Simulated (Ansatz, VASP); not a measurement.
# One calculation of CdTe, two programs

```
Cd Te
1.0
     0.00000    3.27990    3.27990
     3.27990    0.00000    3.27990
     3.27990    3.27990    0.00000
Cd Te
1 1
Direct
  0.00000 0.00000 0.00000
  0.25000 0.25000 0.25000
```

Alike in both runs: task single point; functional HSE06; k mesh 4 × 4 × 4; no spin polarisation.

|  | VASP | Ansatz |
| --- | --- | --- |
| version | VASP 6.6.1 | Ansatz 0.2.0 |
| potentials or method | VASP PAW PBE potentials, release 64 (Cd, Te) | plane waves, PAW |
| plane-wave cutoff (eV) | 520 | 420 |
| occupations | gaussian, width 0.01 eV | fixed |
| valence electrons in the cell | 18 | 36 |

|  | VASP | Ansatz | Ansatz less VASP |
| --- | --- | --- | --- |
| gap on the k mesh at the Fermi level (eV) | 1.44 | 1.53 | +0.083 |
| pressure (GPa) | 0.2 | 0.2 | +0.03 |

VASP's potentials hold 18 valence electrons a cell and Ansatz's 36, so a difference there can come from the potentials and not from the codes. Ansatz's warnings: stress exchange threshold loose, stress scf threshold loose.

Neither program's run includes spin-orbit coupling.
